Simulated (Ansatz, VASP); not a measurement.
**Two plane-wave programs on Pd**

```
Pd
1.0
     2.78575    0.00000    0.00000
    -1.39288    2.41253    0.00000
     0.00000    0.00000    4.55791
Pd
2
Direct
  0.33333 0.66667 0.25000
  0.66667 0.33333 0.75000
```

Alike in both runs: task relaxation of cell and atoms; functional PBEsol; k mesh 12 × 12 × 4; occupations gaussian, width 0.1 eV; no spin polarisation.

```csv
,VASP,Ansatz
version,VASP 6.6.1,Ansatz 0.2.0
potentials or method,"VASP PAW PBE potentials, release 64 (Pd), cutoff 600 eV","scalar-relativistic, plane waves, PAW"
valence electrons in the cell,20,36
```

|  | VASP | Ansatz | Ansatz less VASP |
| --- | --- | --- | --- |
| gap on the k mesh at the Fermi level, each at its own relaxed structure (eV) | none | none | - |
| relaxed volume (Å³/atom) | 14.60 | 14.62 | +0.019 |
| relaxed cell length with the largest relative difference (Å) | 4.529 | 4.532 | +0.0031 |

VASP's potentials were made for PBE, not for PBEsol. A gap of «none» marks a metal or a gap that the smearing closes. VASP's potentials hold 20 valence electrons a cell and Ansatz's 36, so a difference there can come from the potentials and not from the codes.
